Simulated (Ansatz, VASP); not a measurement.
**Si3N2: VASP beside Ansatz**

```
CELL_PARAMETERS angstrom
4.04982 0.00000 0.00000
0.00000 4.04982 0.00000
0.00000 0.00000 4.04982
ATOMIC_POSITIONS crystal
Si 0.50000 0.00000 0.00000
Si 0.00000 0.50000 0.00000
Si 0.00000 0.00000 0.50000
N 0.00000 0.00000 0.00000
N 0.50000 0.50000 0.50000
```

Alike in both runs: task single point; functional PBE; k mesh 4 × 4 × 4; occupations gaussian, width 0.1 eV; collinear spin.

|  | VASP | Ansatz |
| --- | --- | --- |
| version | VASP 6.6.1 | Ansatz 0.2.0 |
| potentials or method | VASP PAW PBE potentials, release 64 (Si, N), cutoff 520 eV | scalar-relativistic, plane waves, PAW |
| valence electrons in the cell | 22 | 22 |

```tsv
	VASP	Ansatz	Ansatz less VASP
gap on the k mesh at the Fermi level (eV)	none	none	-
pressure (GPa)	0.1	0.0	-0.06
net moment per atom (μB)	0.00	0.00	0.000
```

A gap of «none» marks a metal or a gap that the smearing closes. With one functional, cell and mesh, what is left measures potentials, basis and numerics. Ansatz's warnings: seeded moment not kept.

The k mesh is coarse, so the values compare programs but aren't converged.
